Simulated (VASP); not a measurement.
SnGeP6:

```
Sn Ge P
1.0
     3.72481    2.10903    3.55479
    -3.72168    2.20052    3.49629
     0.08080   -4.36121    3.55673
Sn Ge P
1 1 6
Direct
  0.76584 0.75816 0.70309
  0.25830 0.23594 0.25053
  0.28584 0.29345 0.74251
  0.23546 0.70706 0.70025
  0.28584 0.70924 0.29949
  0.77499 0.29505 0.30400
  0.70080 0.70209 0.26691
  0.65992 0.26601 0.70023
```

| Item | Value |
| --- | --- |
| Program | VASP 6.6.1 |
| Task | relaxation of cell and atoms |
| Functional | PBE |
| Potentials or basis | VASP PAW PBE potentials, release 64 (Sn_d, Ge_d, P) |
| Cutoff | 600 eV |
| k mesh | 6 × 6 × 6 |
| Occupations | gaussian, width 0.2 eV |
| Spin | no spin polarisation |

At the start: pressure -0.8 GPa; volume 21.44 Å³/atom.

Question: How do energy, volume and symmetry change on relaxing?

Answer: Over 22 steps the energy falls by 118.4 meV/atom and the volume is 20.05 Å³/atom (-6.5 %); space group P1 (No. 1, to 0.1 Å) before, R3m (No. 160, to 0.1 Å).

Step by step:
```csv
step,energy change (eV),largest force (eV/Å),pressure (GPa),volume (Å³)
1,0.0000,2.4669,-0.76,171.53
2,-0.4951,0.9957,-1.32,168.93
3,-0.4955,0.9559,-1.35,169.01
4,-0.7144,0.7465,-0.24,163.92
5,-0.7222,0.9218,0.19,162.76
6,-0.8423,0.5163,-0.23,161.16
7,-0.8661,0.5990,-0.30,160.07
8,-0.9038,0.2560,0.42,158.64
9,-0.9041,0.2592,0.53,158.50
10,-0.9236,0.2438,0.04,159.67
11,-0.9244,0.2550,-0.08,159.98
12,-0.9351,0.1195,0.11,160.29
13,-0.9359,0.1683,0.16,160.40
14,-0.9404,0.1117,-0.21,161.17
15,-0.9407,0.1099,-0.35,161.42
16,-0.9439,0.0670,-0.13,160.96
17,-0.9444,0.0915,0.01,160.70
18,-0.9458,0.0698,0.03,160.56
19,-0.9462,0.0570,0.03,160.45
20,-0.9467,0.0335,-0.02,160.48
21,-0.9467,0.0351,-0.02,160.48
22,-0.9470,0.0228,0.03,160.44
```

Final structure:
```cif
data_structure
_symmetry_space_group_name_H-M 'P 1'
_symmetry_Int_Tables_number 1
_cell_length_a 5.4625
_cell_length_b 5.4646
_cell_length_c 5.4706
_cell_angle_alpha 83.562
_cell_angle_beta 83.511
_cell_angle_gamma 83.657
_cell_volume 160.44
loop_
_atom_site_label
_atom_site_type_symbol
_atom_site_fract_x
_atom_site_fract_y
_atom_site_fract_z
_atom_site_occupancy
Sn1 Sn 0.75303 0.75462 0.75393 1
Ge1 Ge 0.23713 0.23606 0.23669 1
P1 P 0.28691 0.28711 0.76272 1
P2 P 0.24076 0.69966 0.69969 1
P3 P 0.28715 0.76092 0.28767 1
P4 P 0.76217 0.28702 0.28661 1
P5 P 0.70006 0.69958 0.24106 1
P6 P 0.69979 0.24204 0.69862 1
```
